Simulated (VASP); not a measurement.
Here is a VASP 6.6.1 calculation.

File INCAR:

```
SYSTEM = Si3Ge
PREC = Accurate
ENCUT = 520
EDIFF = 1E-6
ISMEAR = 0
SIGMA = 0.01
LREAL = .False.
LASPH = .True.
NELM = 100
ALGO = Normal
ISIF = 2
LWAVE = .False.
LCHARG = .False.
GGA = PE
NBANDS = 21
```

Contents of KPOINTS:

```
regular mesh
0
Gamma
  6 6 6
  0 0 0
```

The input POSCAR:

```
Si3Ge
1.0
    1.9426527489      1.1215910875      6.3409676215
   -1.9426527489      1.1215910875      6.3409676215
    0.0000000000     -2.2431821750      6.3409676214
Si Ge
3 1
Direct
    1.0013363433      0.0013363433      0.0013363433
    0.4987055952      0.4987055952      0.4987055952
    0.3750071689      0.3750071689      0.3750071689
    0.8749508926      0.8749508926      0.8749508926
```

Potentials or basis: VASP PAW PBE potentials, release 64 (Si, Ge_d).

Launch:

```console
$ cat potpaw_PBE.64/Si/POTCAR potpaw_PBE.64/Ge_d/POTCAR > POTCAR
$ mpirun -np 1 vasp_std > vasp.out
```

Task: Estimate the largest force.

Result: 0.077 eV/Å.

Task: Estimate the pressure.

Result: 1.8 GPa.

Task: What does it give for the band gap on the k mesh?

Result: 0.59 eV, indirect (least direct gap 1.13 eV).

Forces in eV/Å, atoms in the order of the input:
```
Si   0.000  0.000  0.077
Si   0.000  0.000 -0.072
Si   0.000  0.000 -0.006
Ge   0.000  0.000  0.001
```

A k mesh can miss the band edges. A hybrid or GW would open this gap; PBE tends to underestimate it.
